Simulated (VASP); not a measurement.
Si2C3, 5 atoms in the cell. Symmetry: I4/mmm, No. 139, tetragonal system. Conventional cell: a = 2.690 Å, b = 2.690 Å, c = 19.023 Å, α = 90.00°, β = 90.00°, γ = 90.00°. Si (site symmetry 4mm) has 4 Si at 2.69 Å and 8 C at 2.69 Å within 3.5 Å. Within 3.5 Å of C (site symmetry 4mm) lie 8 C at 2.69 Å and 4 Si at 2.69 Å. Within 3.5 Å of C (site symmetry 4/mmm) lie 4 C at 2.69 Å and 8 Si at 2.69 Å. 

```yaml
Program: VASP 6.6.1
Task: single point
Functional: PBE
Potentials_or_basis: VASP PAW PBE potentials, release 64 (Si, C)
Cutoff: 520 eV
k_mesh: 8 × 8 × 8
Occupations: gaussian, width 0.1 eV
Spin: no spin polarisation
Dipole_correction: no
Further_INCAR_settings: ALGO = Normal; EDIFF = 1e-07; NBANDS = 18
```

Potentials or basis: VASP PAW PBE potentials, release 64 (Si, C).

Launch:

```bash
$ cat potpaw_PBE.64/Si/POTCAR potpaw_PBE.64/C/POTCAR > POTCAR
$ mpirun -np 1 vasp_std > vasp.out
```

Hardware: 1 thread of Intel(R) Xeon(R) 6975P-C (Granite Rapids), with other jobs on the host.

How long does it take, and how much memory?

Wall time 5.4 min on 1 thread of Intel(R) Xeon(R) 6975P-C (Granite Rapids) (shared host), peak memory 0.69 GiB. Counts: scf iterations 16, k points 59.
